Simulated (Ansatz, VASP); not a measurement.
**HgTe: VASP beside Ansatz**

Contents of INCAR:

```
ALGO     = Normal         # electronic algorithm
EDIFF    = 1E-6           # SCF threshold, eV
ENCUT    = 520            # plane-wave cutoff, eV
GGA      = PS             # functional
ISIF     = 2              # what is computed and relaxed
ISMEAR   = 0              # smearing method
LASPH    = T              # aspherical terms in the spheres
LCHARG   = F              # write CHGCAR
LREAL    = F              # projectors in reciprocal space
LWAVE    = F              # write WAVECAR
NBANDS   = 26             # bands
NELM     = 60             # most SCF steps
PREC     = Accurate       # precision mode
SIGMA    = 0.15           # smearing width, eV
```

Contents of KPOINTS:

```
k-points
0
Gamma
  12 12 8
```

The input POSCAR:

```
HgTe
1.0
    3.0745340129     -3.0751386643      0.0000000000
    3.0745340129      3.0751386643      0.0000000000
    0.0000000000      0.0000000000      6.0086701413
Hg Te
2 2
Direct
    0.2498182349      0.7501817651      0.7500000000
    0.7501817651      0.2498182349      0.2500000000
    0.7498667075      0.2501332925      0.7500000000
    0.2501332925      0.7498667075      0.2500000000
```

Input for Ansatz:

```yaml
crystal:
  lattice:
    - [3.0745340129, -3.0751386643, 0.0]
    - [3.0745340129, 3.0751386643, 0.0]
    - [0.0, 0.0, 6.0086701413]
  atoms:
    - { symbol: Hg, position: [0.2498182349, 0.7501817651, 0.75] }
    - { symbol: Hg, position: [0.7501817651, 0.2498182349, 0.25] }
    - { symbol: Te, position: [0.7498667075, 0.2501332925, 0.75] }
    - { symbol: Te, position: [0.2501332925, 0.7498667075, 0.25] }
basis:
  ecutwfc: 420
kpoints:
  mp_grid: { grid: [12, 12, 8] }
hamiltonian:
  xc: pbesol
scf:
  occupations: { method: gaussian, width: 0.15 }
output:
  forces: true
  stress: true
  eigenvalues: true
```

Change from the starting cell: strain +0.025 along x and y, +0.000 along z, atoms carried along.

Alike in both runs: task single point; functional PBEsol; k mesh 12 × 12 × 8; occupations gaussian, width 0.15 eV; no spin polarisation.

|  | VASP | Ansatz |
| --- | --- | --- |
| version | VASP 6.6.1 | Ansatz 0.2.0 |
| potentials or method | VASP PAW PBE potentials, release 64 (Hg, Te), cutoff 520 eV | scalar-relativistic, plane waves, PAW |
| valence electrons in the cell | 36 | 72 |

|  | VASP | Ansatz | Ansatz less VASP |
| --- | --- | --- | --- |
| gap on the k mesh at the Fermi level (eV) | none | none | - |
| pressure (GPa) | -2.3 | -2.4 | -0.17 |
| traceless stress, the component that is largest in VASP (GPa) | 0.69 | 0.66 | -0.034 |

VASP's potentials were made for PBE, not for PBEsol. A gap of «none» marks a metal or a gap that the smearing closes. VASP's potentials hold 36 valence electrons a cell and Ansatz's 72, so a difference there can come from the potentials and not from the codes.

Neither program's run includes spin-orbit coupling.
